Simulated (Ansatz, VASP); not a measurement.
# One calculation of Sr, two programs

```xyz
1
Lattice="0.0000 3.0423 3.0423 3.0423 0.0000 3.0423 3.0423 3.0423 0.0000" Properties=species:S:1:pos:R:3 pbc="T T T"
Sr    0.0000    0.0000    0.0000
```

Alike in both runs: task relaxation of cell and atoms; functional r2SCAN; k mesh 12 × 12 × 12; occupations gaussian, width 0.1 eV; no spin polarisation.

|  | VASP | Ansatz |
| --- | --- | --- |
| version | VASP 6.6.1 | Ansatz 0.2.0 |
| potentials or method | VASP PAW PBE potentials, release 64 (Sr_sv), cutoff 600 eV | scalar-relativistic, plane waves, PAW |
| valence electrons in the cell | 10 | 10 |

|  | VASP | Ansatz | Ansatz less VASP |
| --- | --- | --- | --- |
| gap on the k mesh at the Fermi level, each at its own relaxed structure (eV) | none | none | - |
| relaxed volume (Å³/atom) | 56.84 | 56.74 | -0.105 |
| relaxed length of the cell vector where the two differ most in proportion (Å) | 4.316 | 4.313 | -0.0027 |

VASP's potentials were made for PBE, not for r2SCAN. A gap of «none» marks a metal or a gap that the smearing closes.
